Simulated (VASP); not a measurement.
# B (Fd-3m) in VASP: further runs

B is run at these levels: PBE; tasks: single point, relaxation of cell and atoms.

Program: VASP 6.6.1. These are calculated values, not measurements. Logs are shortened: lines on timing, memory, paths and dates and some standing lists are left out, and cuts for length are marked.

### Step 1. The cell of the first run

Symmetry: Fd-3m, No. 227, cubic system. Conventional cell: a = 3.822 Å, b = 3.822 Å, c = 3.822 Å, α = 90.00°, β = 90.00°, γ = 90.00°. B (site symmetry -43m) has 4 B at 1.66 Å within 2.2 Å.

### Step 2. Single point, PBE

File INCAR:

```
  ALGO = Normal
  EDIFF = 1E-7
  ENCUT = 520
  GGA = PE
  ISIF = 2
  ISMEAR = -1
  LASPH = True
  LCHARG = False
  LREAL = False
  LWAVE = False
  NBANDS = 10
  NELM = 100
  PREC = Accurate
  SIGMA = 0.1
```

File KPOINTS:

```
k-points
0
Gamma
  17 17 17
```

File POSCAR:

```
B
1.0
    0.0000000000      1.9112253925      1.9112253925
    1.9112253925      0.0000000000      1.9112253925
    1.9112253925      1.9112253925      0.0000000000
B
2
Direct
   -0.1250000000     -0.1250000000     -0.1250000000
    0.1250000000      0.1250000000      0.1250000000
```

Potentials or basis: VASP PAW PBE potentials, release 64 (B).

Launch:

```sh
$ cat potpaw_PBE.64/B/POTCAR > POTCAR
$ mpirun -np 1 vasp_std > vasp.out
```

OUTCAR:

```text
EDIFF = 1E-7
   ENCUT = 520
   GGA = PE
   ISIF = 2
   ISMEAR = -1
   LASPH = True
   LREAL = False
   NELM = 100
   PREC = Accurate

 ion  position               nearest neighbor table
   1  0.875  0.875  0.875-   2 1.66   2 1.66   2 1.66   2 1.66
   2  0.125  0.125  0.125-   1 1.66   1 1.66   1 1.66   1 1.66

  LATTYP: Found a face centered cubic cell.
 ALAT       =     3.8224507850

  Lattice vectors:

 A1 = (   0.0000000000,   1.9112253925,   1.9112253925)
 A2 = (   1.9112253925,   0.0000000000,   1.9112253925)
 A3 = (   1.9112253925,   1.9112253925,   0.0000000000)

Analysis of symmetry for initial positions (statically):
=====================================================================
 Subroutine PRICEL returns:
 Original cell was already a primitive cell.

 Routine SETGRP: Setting up the symmetry group for a
 face centered cubic supercell.

 Subroutine GETGRP returns: Found 48 space group operations
 (whereof 12 operations were pure point group operations)
 out of a pool of 48 trial point group operations.

The static configuration has the point symmetry D_3d.
 The point group associated with its full space group is O_h .

Analysis of symmetry for dynamics (positions and initial velocities):
=====================================================================
 Subroutine PRICEL returns:
 Original cell was already a primitive cell.

 Routine SETGRP: Setting up the symmetry group for a
 face centered cubic supercell.

 Subroutine GETGRP returns: Found 48 space group operations
 (whereof 12 operations were pure point group operations)
 out of a pool of 48 trial point group operations.

The dynamic configuration has the point symmetry D_3d.
 The point group associated with its full space group is O_h .

 Subroutine INISYM returns: Found 48 space group operations
 (whereof 12 operations are pure point group operations),
 and found     1 'primitive' translations

----------------------------------------------------------------------------------------

                                     Primitive cell

  volume of cell :      13.9626

  direct lattice vectors                    reciprocal lattice vectors
     0.000000000  1.911225393  1.911225393    -0.261612263  0.261612263  0.261612263
     1.911225393  0.000000000  1.911225393     0.261612263 -0.261612263  0.261612263
     1.911225393  1.911225393  0.000000000     0.261612263  0.261612263 -0.261612263

  length of vectors
     2.702880871  2.702880871  2.702880871     0.453125731  0.453125731  0.453125731

  position of ions in fractional coordinates (direct lattice)
     0.875000000  0.875000000  0.875000000
     0.125000000  0.125000000  0.125000000

  ion indices of the primitive-cell ions
   primitive index   ion index
                 1           1
                 2           2

----------------------------------------------------------------------------------------

 KPOINTS: k-points

Automatic generation of k-mesh.
 Grid dimensions read from file:
 generate k-points for:   17   17   17

 Generating k-lattice:

  Cartesian coordinates                     Fractional coordinates (reciprocal lattice)
    -0.015388957  0.015388957  0.015388957     0.058823529  0.000000000  0.000000000
     0.015388957 -0.015388957  0.015388957     0.000000000  0.058823529  0.000000000
     0.015388957  0.015388957 -0.015388957     0.000000000  0.000000000  0.058823529

  Length of vectors
     0.026654455  0.026654455  0.026654455

  Shift w.r.t. Gamma in fractional coordinates (k-lattice)
     0.000000000  0.000000000  0.000000000

 Subroutine IBZKPT returns following result:
 ===========================================

 Found    165 irreducible k-points:

 Following reciprocal coordinates:
            Coordinates               Weight
  0.000000  0.000000  0.000000      1.000000
  0.058824  0.000000  0.000000      8.000000
  0.117647  0.000000  0.000000      8.000000
  0.176471  0.000000  0.000000      8.000000
  0.235294  0.000000  0.000000      8.000000
  0.294118  0.000000  0.000000      8.000000
[... 16 lines left out ...]
 -0.176471  0.058824  0.000000     24.000000
 -0.117647  0.058824  0.000000     24.000000
 [... further k-points ...]
   k-points           NKPTS =    165   k-points in BZ     NKDIM =    165   number of bands    NBANDS=     10
   number of dos      NEDOS =    301   number of ions     NIONS =      2
   total plane-waves  NPLWV =   8000
   dimension x,y,z NGX =    20 NGY =   20 NGZ =   20
   dimension x,y,z NGXF=    40 NGYF=   40 NGZF=   40
   ions per type =               2
   NGX,Y,Z   is equivalent  to a cutoff of  12.30, 12.30, 12.30 a.u.
   NGXF,Y,Z  is equivalent  to a cutoff of  24.60, 24.60, 24.60 a.u.
 SYSTEM =  unknown system
   PREC   = accura    normal or accurate (medium, high low for compatibility)
   ISTART =      0    job   : 0-new  1-cont  2-samecut
   ICHARG =      2    charge: 1-file 2-atom 10-const
   ISPIN  =      1    spin polarized calculation?
   LNONCOLLINEAR =      F non collinear calculations
   LSORBIT =      F    spin-orbit coupling
   LASPH  =      T    aspherical Exc in radial PAW
   ENCUT  =  520.0 eV  38.22 Ry    6.18 a.u.   5.03  5.03  5.03*2*pi/ulx,y,z
   NELM   =    100;   NELMIN=  2; NELMDL= -5     # of ELM steps
   EDIFF  = 0.1E-06   stopping-criterion for ELM
   LREAL  =      F    real-space projection
   EDIFFG = 0.1E-05   stopping-criterion for IOM
   NSW    =      0    number of steps for IOM
   IBRION =     -1    ionic relax: 0-MD 1-quasi-New 2-CG
   NFREE  =      0    steps in history (QN), initial steepest desc. (CG)
   ISIF   =      2    stress and relaxation
   ISYM   =      2    0-nonsym 1-usesym 2-fastsym
   POTIM  = 0.5000    time-step for ionic-motion
   TEBEG  =    0.0;   TEEND  =   0.0 temperature during run
   PSTRESS=    0.0 pullay stress
   NELECT =       6.0000    total number of electrons
   NUPDOWN=      -1.0000    fix difference up-down
   EMIN   =  10.00;   EMAX   =-10.00  energy-range for DOS
   EFERMI =   0.00;   METHOD = LEGACY
   ISMEAR =    -1;   SIGMA  =   0.10  broadening in eV -4-tet -1-fermi 0-gaus
   EFERMI_NEDOS =   21; number of points for ismear=-14 and -15
   IALGO  =     38    algorithm
   IMIX   =      4    mixing-type and parameters
     AMIX     =   0.40;   BMIX     =  1.00
     AMIX_MAG =   1.60;   BMIX_MAG =  1.00
  volume/ion in A,a.u.               =       6.98        47.11
  Fermi-wavevector in a.u.,A,eV,Ry     =   1.235388  2.334545 20.764984  1.526183
  Thomas-Fermi vector in A             =   2.370039
   LORBIT       =      0    0 simple, 1 ext, 2 COOP (PROOUT), +10 PAW based schemes
   GGA     = PE    functional components
   LHFCALC =     F    Hartree Fock is set to
   AEXX    =    0.0000 exact exchange contribution
   IVDW    =     0    specifies the selected vdW correction
   LEPSILON=     F    determine dielectric tensor
   LRPA    =     F    only Hartree local field effects (RPA)
 non-spin polarized calculation
  energy-cutoff  :      520.00
  volume of cell :       13.96
 maximum number of plane-waves:       388
   NGX =  9   NGY =  9   NGZ =  9

 number of electron       6.0000000 magnetization

 Free energy of the ion-electron system (eV)
  ---------------------------------------------------
  ext. energy  EPLUGINS =         0.00000000
  ---------------------------------------------------
  free energy    TOTEN  =       -11.22022420 eV

  energy without entropy =      -11.19546244  energy(sigma->0) =      -11.20784332

 E-fermi :   5.1823     XC(G=0): -11.9198

 val. band max:        5.1641309014   @ k =  -0.3529   0.2941   0.0588
 cond. band min:       5.2014796033   @ k =   0.3529   0.2353   0.0000
 fundamental gap:      0.0373487019
 Fermi energy:         5.1823216902

 k-point     1 :       0.0000    0.0000    0.0000
  band No.  band energies     occupation
      1      -9.0167      2.00000
      2       9.8433      0.00000
      3       9.8433      0.00000
      4       9.8433      0.00000
      5      14.3008      0.00000
      6      14.3008      0.00000
      7      14.3008      0.00000
      8      25.3699      0.00000
      9      26.5282      0.00000
     10      30.3149      0.00000

 k-point     2 :       0.0588    0.0000    0.0000
  band No.  band energies     occupation
      1      -8.9334      2.00000
      2       9.1842      0.00000
      3       9.6611      0.00000
      4       9.6611      0.00000
      5      14.5380      0.00000
      6      14.5380      0.00000
      7      14.7976      0.00000
      8      25.2134      0.00000
      9      26.6678      0.00000
     10      28.9648      0.00000

 k-point     3 :       0.1176    0.0000    0.0000
  band No.  band energies     occupation
      1      -8.6836      2.00000
      2       7.7273      0.00000
      3       9.2245      0.00000
      4       9.2245      0.00000
      5      15.1123      0.00000
      6      15.1123      0.00000
      7      15.7852      0.00000
      8      24.8132      0.00000
      9      27.0361      0.00000
     10      27.6608      0.00000

 k-point     4 :       0.1765    0.0000    0.0000
  band No.  band energies     occupation
      1      -8.2679      2.00000
      2       5.9975      0.00058
      3       8.7070      0.00000
      4       8.7070      0.00000
      5      15.7668      0.00000
      6      15.7668      0.00000
      7      16.7843      0.00000
      8      24.2955      0.00000
      9      26.8616      0.00000
     10      26.8616      0.00000

 k-point     5 :       0.2353    0.0000    0.0000
  band No.  band energies     occupation
      1      -7.6878      2.00000
      2       4.1974      1.99989
      3       8.2138      0.00000
      4       8.2138      0.00000
      5      16.2834      0.00000
      6      16.2834      0.00000
      7      17.6569      0.00000
      8      23.7655      0.00000
      9      26.6991      0.00000
     10      26.6991      0.00000

 k-point     6 :       0.2941    0.0000    0.0000
  band No.  band energies     occupation
      1      -6.9451      2.00000
      2       2.4166      2.00000
      3       7.7947      0.00000
      4       7.7947      0.00000
      5      16.5488      0.00000
      6      16.5488      0.00000
      7      18.3759      0.00000
      8      23.2914      0.00000
      9      27.2301      0.00000
     10      27.2301      0.00000
[... 183 lines left out ...]
 k-point    21 :      -0.2941    0.0588    0.0000
  band No.  band energies     occupation
      1      -6.5889      2.00000
      2       1.8921      2.00000
      3       6.9525      0.00000
      4       7.9400      0.00000
      5      16.4008      0.00000
      6      16.9609      0.00000
      7      18.7279      0.00000
      8      23.0462      0.00000
      9      26.3871      0.00000
     10      28.1399      0.00000

 k-point    22 :      -0.2353    0.0588    0.0000
  band No.  band energies     occupation
      1      -7.3847      2.00000
      2       3.6425      2.00000
      3       7.2545      0.00000
      4       8.4194      0.00000
      5      16.0828      0.00000
      6      16.9488      0.00000
      7      18.0502      0.00000
      8      23.2496      0.00000
      9      25.6684      0.00000
     10      27.8522      0.00000

 k-point    23 :      -0.1765    0.0588    0.0000
  band No.  band energies     occupation
      1      -8.0190      2.00000
      2       5.4242      0.16344
      3       7.6702      0.00000
      4       8.9330      0.00000
      5      15.5659      0.00000
      6      16.6024      0.00000
      7      17.2550      0.00000
      8      23.6301      0.00000
      9      25.6375      0.00000
     10      27.6327      0.00000

 k-point    24 :      -0.1176    0.0588    0.0000
  band No.  band energies     occupation
      1      -8.4895      2.00000
      2       7.1564      0.00000
      3       8.1793      0.00000
      4       9.4066      0.00000
      5      14.9719      0.00000
      6      15.9507      0.00000
      7      16.3634      0.00000
      8      24.2144      0.00000
      9      26.2556      0.00000
     10      27.2638      0.00000

 [... further k-points ...]
[... 5 lines left out ...]
  --------------------------------------------------------------------------------------
  -------------------------------------------------------------------------------------
  Total        3.6712248      3.6712248      3.6712248      0.0000000      0.0000000     -0.0000000
  in kB      421.2654541    421.2654541    421.2654541      0.0000000      0.0000000     -0.0000000
  external PRESSURE =     421.2654541 kB  Pullay stress =       0.0000000 kB

 VOLUME and BASIS-vectors are now :
 -----------------------------------------------------------------------------
  energy-cutoff  :      520.00
  volume of cell :       13.96
      direct lattice vectors                 reciprocal lattice vectors
     0.000000000  1.911225393  1.911225393    -0.261612263  0.261612263  0.261612263
     1.911225393  0.000000000  1.911225393     0.261612263 -0.261612263  0.261612263
     1.911225393  1.911225393  0.000000000     0.261612263  0.261612263 -0.261612263

 POSITION                                       TOTAL-FORCE (eV/Angst)
 -----------------------------------------------------------------------------------
      3.34464      3.34464      3.34464        -0.000000      0.000000      0.000000
      0.47781      0.47781      0.47781         0.000000     -0.000000     -0.000000
 -----------------------------------------------------------------------------------
    total drift:                                0.000000      0.000000     -0.000000

  FREE ENERGIE OF THE ION-ELECTRON SYSTEM (eV)
  ---------------------------------------------------
  free  energy   TOTEN  =       -11.2202242013 eV

  energy  without entropy=      -11.1954624374  energy(sigma->0) =      -11.20784332
```

Run time: 13 s. Hardware: 1 thread of Intel Xeon Platinum 8559C (Emerald Rapids), shared host; peak memory 0.12 GiB.

Results:

```yaml
Free_energy: -11.2202 eV
Pressure: 42.1 GPa
Band_gap_on_the_k_mesh: zero (band 3 reaches 9.84 eV, above the bottom of band 4 at 1.84 eV)
```

Levels at points of the mesh, in eV from the Fermi level:
```
           k point  band 1  band 2  band 3  band 4  band 5  band 6  band 7  band 8
(0.00, 0.00, 0.00)  -14.20    4.66    4.66    4.66    9.12    9.12    9.12   20.19
```

### Step 3. Single point, PBE

File INCAR:

```
ALGO = Normal
EDIFF = 1E-6
ENCUT = 520
GGA = PE
ISIF = 2
ISMEAR = -1
LASPH = T
LCHARG = F
LREAL = F
LWAVE = F
NBANDS = 10
NELM = 80
PREC = Accurate
SIGMA = 0.1
```

KPOINTS is that of step 2.

File POSCAR:

```
B
1.0
    0.0000000000      1.9111752124      1.9111752124
    1.9111752124      0.0000000000      1.9111752124
    1.9111752124      1.9111752124      0.0000000000
B
2
Direct
   -0.1250000000     -0.1250000000     -0.1250000000
    0.1250000000      0.1250000000      0.1250000000
```

Potentials or basis: VASP PAW PBE potentials, release 64 (B).

Launch:

```sh
$ cat potpaw_PBE.64/B/POTCAR > POTCAR
$ mpirun -np 1 vasp_std > vasp.out
```

Run time: 12 s. Hardware: 1 thread of Intel Xeon Platinum 8559C (Emerald Rapids), shared host; peak memory 0.12 GiB.

The run converged. Its results:

* Free energy: -11.2199 eV
* Pressure: 42.2 GPa
* Band gap on the k mesh: zero (band 3 reaches 9.84 eV, above the bottom of band 4 at 1.84 eV)

Levels at points of the mesh, in eV from the Fermi level:
| k point | band 1 | band 2 | band 3 | band 4 | band 5 | band 6 | band 7 |
| --- | --- | --- | --- | --- | --- | --- | --- |
| (0.00, 0.00, 0.00) | -14.20 | 4.66 | 4.66 | 4.66 | 9.12 | 9.12 | 9.12 |

### Step 4. Relaxation of cell and atoms, PBE, target pressure 42 GPa, at which the enthalpy is minimised

This run uses another cell than the first one, of 6.20 Å³/atom, 0.888 times its volume.

File INCAR:

```
SYSTEM = B
PREC = Accurate
ENCUT = 600
EDIFF = 1E-7
ISMEAR = -1
SIGMA = 0.1
LREAL = .False.
LASPH = .True.
NELM = 80
ALGO = Normal
ISIF = 3
LWAVE = .False.
LCHARG = .False.
GGA = PE
IBRION = 2
NSW = 60
EDIFFG = -0.005
PSTRESS = 420.0
```

File KPOINTS:

```
Automatic mesh
0
Gamma
  17 17 17
  0 0 0
```

File POSCAR:

```
B
1.0
    0.0000000000      1.8368130707      1.8368130707
    1.8368130707      0.0000000000      1.8368130707
    1.8368130707      1.8368130707      0.0000000000
B
2
Direct
   -0.1250000000     -0.1250000000     -0.1250000000
    0.1250000000      0.1250000000      0.1250000000
```

Launch:

```sh
$ cat potpaw_PBE.64/B/POTCAR > POTCAR
$ mpirun -np 1 vasp_std > vasp.out
```

Wall time 14 s (1 thread of Intel Xeon 6975P-C (Granite Rapids), shared host); peak memory 0.13 GiB.

It converged, with:

| Property | Result |
| --- | --- |
| Free energy | -11.2216 eV |
| Relaxed volume | 6.98 Å³/atom |
| Relaxed cell | a = 2.703 Å, b = 2.703 Å, c = 2.703 Å, α = 60.00°, β = 60.00°, γ = 60.00° |
| Space group after relaxing (to 0.05 Å) | Fd-3m (No. 227) |
| Energy change on relaxing (the enthalpy is what falls) | -307.4 meV/atom |
| Ionic steps | 4 |
| Pressure after relaxing | 42.0 GPa |
| Band gap on the k mesh | zero (band 3 reaches 9.84 eV, above the bottom of band 4 at 1.84 eV) |

The path:
| step | energy change (eV) | largest force (eV/Å) | pressure (GPa) | volume (Å³) |
| --- | --- | --- | --- | --- |
| 1 | 0.0000 | 0.0000 | 86.85 | 12.39 |
| 2 | -0.8950 | 0.0000 | 10.34 | 15.77 |
| 3 | -0.6234 | 0.0000 | 41.28 | 14.00 |
| 4 | -0.6148 | 0.0000 | 42.03 | 13.97 |

Final structure:
```
B
1.0
     0.00000    1.91137    1.91137
     1.91137    0.00000    1.91137
     1.91137    1.91137    0.00000
B
2
Direct
  0.87500 0.87500 0.87500
  0.12500 0.12500 0.12500
```

Levels at points of the mesh, in eV from the Fermi level:
```csv
k point,band 1,band 2,band 3,band 4,band 5,band 6,band 7
"(0.00, 0.00, 0.00)",-14.20,4.66,4.66,4.66,9.12,9.12,9.12
```

Caveat: the cell is relaxed towards a set pressure, so the enthalpy falls and the energy may rise.

### Step 5. Relaxation of cell and atoms, PBE, target pressure 42 GPa, at which the enthalpy is minimised

File INCAR:

```
PREC = Accurate ; ENCUT = 600
EDIFF = 1E-7 ; ISMEAR = -1
SIGMA = 0.1 ; LREAL = F
LASPH = T ; NELM = 100
ALGO = Normal ; ISIF = 3
LWAVE = F ; LCHARG = F
GGA = PE ; IBRION = 2
NSW = 32 ; EDIFFG = -0.005
PSTRESS = 420.0
```

File KPOINTS:

```
regular mesh
0
Gamma
  17 17 17
```

File POSCAR:

```
B
1.0
    0.0000000000      1.9112253925      1.9112253925
    1.9112253925      0.0000000000      1.9112253925
    1.9112253925      1.9112253925      0.0000000000
B
2
Direct
   -0.1250000000     -0.1250000000     -0.1250000000
    0.1250000000      0.1250000000      0.1250000000
```

Launch:

```sh
$ cat potpaw_PBE.64/B/POTCAR > POTCAR
$ mpirun -np 1 vasp_std > vasp.out
```

Wall time 5.6 s (1 thread of Intel Xeon 6975P-C (Granite Rapids), shared host); peak memory 0.13 GiB.

It converged, with:

| Property | Result |
| --- | --- |
| Free energy | -11.2221 eV |
| Pressure after relaxing | 42.1 GPa |
| Band gap on the k mesh | zero (band 3 reaches 9.84 eV, above the bottom of band 4 at 1.84 eV) |

Final structure:
```yaml
crystal:
  lattice:
    - [0.00000, 1.91123, 1.91123]
    - [1.91123, 0.00000, 1.91123]
    - [1.91123, 1.91123, 0.00000]
  atoms:
    - { symbol: B, position: [0.87500, 0.87500, 0.87500] }
    - { symbol: B, position: [0.12500, 0.12500, 0.12500] }
```

Levels at points of the mesh, in eV from the Fermi level:
```tsv
k point	band 1	band 2	band 3	band 4	band 5	band 6	band 7
(0.00, 0.00, 0.00)	-14.20	4.66	4.66	4.66	9.12	9.12	9.12
```

Caveat: the relaxation stopped at its first step, so nothing moved; the cell is relaxed towards a set pressure, so the enthalpy falls and the energy may rise.

### Step 6. Overview

| task | cell | cutoff (eV) | gap on the mesh (eV) | pressure (GPa) |
| --- | --- | --- | --- | --- |
| single point | a = 2.703 Å, angles 60.0°, 2 atoms | 520 | none | 42.2 |
| relaxation of cell and atoms | relaxed to 42 GPa from a = 2.598 Å, angles 60.0°, 2 atoms | 600 | none | 42.0 |
| relaxation of cell and atoms | relaxed to 42 GPa from a = 2.703 Å, angles 60.0°, 2 atoms | 600 | none | 42.1 |

Alike in all rows: level PBE; potentials or basis VASP PAW PBE potentials, release 64 (B); no spin polarisation; k mesh 17 × 17 × 17; smearing fermi-dirac 0.1 eV.

Caveats: the cell is relaxed towards a set pressure, so the enthalpy falls and the energy may rise (some runs); the relaxation stopped at its first step, so nothing moved (some runs).

Absolute energies hang on the potentials; compare differences alone.
